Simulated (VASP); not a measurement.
Wanted: the native input for a VASP 6.6.1 run.

```
Task                   : single point
Functional             : PBEsol
Potentials or basis    : VASP PAW PBE potentials, release 64 (Ga_d, As)
Cutoff                 : 500 eV
k mesh                 : 3 × 3 × 3
Occupations            : gaussian, width 0.02 eV
Spin                   : no spin polarisation
Dipole correction      : no
Further INCAR settings : LREAL = Auto; ALGO = Normal; EDIFF = 1e-06; NBANDS = 166
```

The structure of GaAs lies in POSCAR:

```
GaAs
1.0
    5.6579528202      5.6579528202     -5.6579528202
   -5.6579528202     -5.6579528202     -5.6579528202
   -5.6579528202      5.6579528202      5.6579528202
Ga As
16 16
Direct
    0.2500000000      0.0000000000      0.7500000000
    0.5000000000      0.7500000000      0.7500000000
    0.7500000000      0.5000000000      0.7500000000
    0.7500000000      0.0000000000      0.2500000000
    0.0000000000      1.0000000000      0.0000000000
    0.2500000000      0.7500000000      0.0000000000
    0.5000000000      0.5000000000      0.0000000000
    0.7500000000      0.2500000000      0.0000000000
    0.0000000000      0.2500000000      0.7500000000
    0.5000000000      0.0000000000      0.5000000000
    0.7500000000      0.7500000000      0.5000000000
    0.0000000000      0.7500000000      0.2500000000
    0.2500000000      0.5000000000      0.2500000000
    0.5000000000      0.2500000000      0.2500000000
    0.0000000000      0.5000000000      0.5000000000
    0.2500000000      0.2500000000      0.5000000000
    0.2500000000      0.0000000000      0.0000000000
    0.5000000000      0.7500000000      0.0000000000
    0.7500000000      0.5000000000      0.0000000000
    0.7500000000      0.0000000000      0.5000000000
    0.0000000000      0.0000000000      0.2500000000
    0.2500000000      0.7500000000      0.2500000000
    0.5000000000      0.5000000000      0.2500000000
    0.7500000000      0.2500000000      0.2500000000
    0.0000000000      0.2500000000      0.0000000000
    0.5000000000      0.0000000000      0.7500000000
    0.7500000000      0.7500000000      0.7500000000
    0.0000000000      0.7500000000      0.5000000000
    0.2500000000      0.5000000000      0.5000000000
    0.5000000000      0.2500000000      0.5000000000
    0.0000000000      0.5000000000      0.7500000000
    0.2500000000      0.2500000000      0.7500000000
```

The input as run:

INCAR

```
SYSTEM = GaAs
PREC = Accurate
ENCUT = 500
EDIFF = 1E-6
ISMEAR = 0
SIGMA = 0.02
LREAL = Auto
LASPH = .TRUE.
NELM = 120
ALGO = Normal
ISIF = 2
LWAVE = .FALSE.
LCHARG = .FALSE.
GGA = PS
NBANDS = 166
GGA_COMPAT = .FALSE.
```

KPOINTS

```
Automatic mesh
0
G
  3 3 3
  0 0 0
```

Potentials or basis: VASP PAW PBE potentials, release 64 (Ga_d, As).

Command:

```bash
$ cat potpaw_PBE.64/Ga_d/POTCAR potpaw_PBE.64/As/POTCAR > POTCAR
$ mpirun -np 1 vasp_std > vasp.out
```

It gave:

* Pressure: 0.2 GPa
* Band gap on the k mesh: 0.44 eV

Caveat: the PAW data sets were made with another functional, which shifts forces and pressure a little.

Run time: 28 min on 1 thread of Intel Xeon 8259CL (shared host), peak memory 0.88 GiB.
